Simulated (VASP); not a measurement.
Runs of VASP 6.6.1 on MoS2. The structure is trigonal, space group R-3m (No. 166). The conventional cell has a = 3.171 Å, b = 3.171 Å, c = 18.345 Å, α = 90.00°, β = 90.00°, γ = 120.00°. Within 3.2 Å of Mo (site symmetry -3m) lie 6 S at 2.39 Å and 6 Mo at 3.17 Å. Within 3.2 Å of S (site symmetry 3m) lie 3 Mo at 2.39 Å and 6 S at 3.17 Å. 

```tsv
smearing	gap on the mesh (eV)	pressure (GPa)	largest force (eV/Å)
methfessel-paxton 0.2 eV	none	5.2	0.66
methfessel-paxton 0.3 eV	none	5.2	(a)
methfessel-paxton 0.1 eV	none	5.3	0.63
methfessel-paxton 0.5 eV	none	5.2	(b)
```

Alike in all rows: task single point; level r2SCAN+D3(BJ); potentials or basis VASP PAW PBE potentials, release 64 (Mo_sv, S); no spin polarisation; cell as given; k mesh 5 × 5 × 5, shifted; cutoff (eV) 520.

Question: Estimate the missing entries.

Answer: (a) 0.67; (b) 0.71.

Caveats: all runs use coarse meshes; the PAW data sets were made with another functional, which shifts forces and pressure a little; pairwise dispersion overbinds metals, which lowers pressure and volume.

A k mesh can miss the band edges, and the runs leave out spin-orbit coupling on Mo.

A gap of «none» marks levels without a gap at the run's occupations.
